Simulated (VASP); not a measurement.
A run of VASP 6.6.1:

File POSCAR:

```
Be
1.0
    2.2142215395      0.0000000000      0.0000000000
   -1.1071107697      1.9175721028      0.0000000000
    0.0000000000      0.0000000000      3.5000027202
Be
2
Direct
    0.3333333333      0.6666666667      0.2500000000
    0.6666666667      0.3333333333      0.7500000000
```

Contents of INCAR.step1:

```
SYSTEM = Be
ALGO = Normal ; EDIFF = 1E-6
ENCUT = 520 ; GGA = PE
ISIF = 2 ; ISMEAR = 0
IVDW = 12 ; LASPH = .True.
LCHARG = .True. ; LREAL = .False.
LWAVE = .False. ; NBANDS = 9
NELM = 80 ; PREC = Accurate
SIGMA = 0.1
```

File KPOINTS.step1:

```
k-points
0
Gamma
  21 21 12
  0 0 0
```

Contents of INCAR.step2:

```
SYSTEM = Be
ALGO = Normal ; EDIFF = 1E-6
ENCUT = 520 ; GGA = PE
ICHARG = 11 ; ISIF = 2
ISMEAR = -5 ; IVDW = 12
LASPH = .True. ; LCHARG = .False.
LORBIT = 11 ; LREAL = .False.
LWAVE = .False. ; NBANDS = 9
NEDOS = 2001 ; NELM = 80
PREC = Accurate ; SIGMA = 0.1
```

File KPOINTS.step2:

```
k-points
0
Gamma
  32 32 18
  0 0 0
```

Potentials or basis: VASP PAW PBE potentials, release 64 (Be).

The run is started by

```console
$ cat potpaw_PBE.64/Be/POTCAR > POTCAR
$ cp INCAR.step1 INCAR
$ cp KPOINTS.step1 KPOINTS
$ mpirun -np 1 vasp_std > vasp.out
$ cp INCAR.step2 INCAR
$ cp KPOINTS.step2 KPOINTS
$ mpirun -np 1 vasp_std > vasp.out
```

Hardware: 1 thread of Intel Xeon 6975P-C (shared host).

Problem. How long does it take, and how much memory?

Solution. Run time: 47 s on 1 thread of Intel Xeon 6975P-C, with other jobs on the host, peak memory 0.25 GiB. Counts: k points 1020.
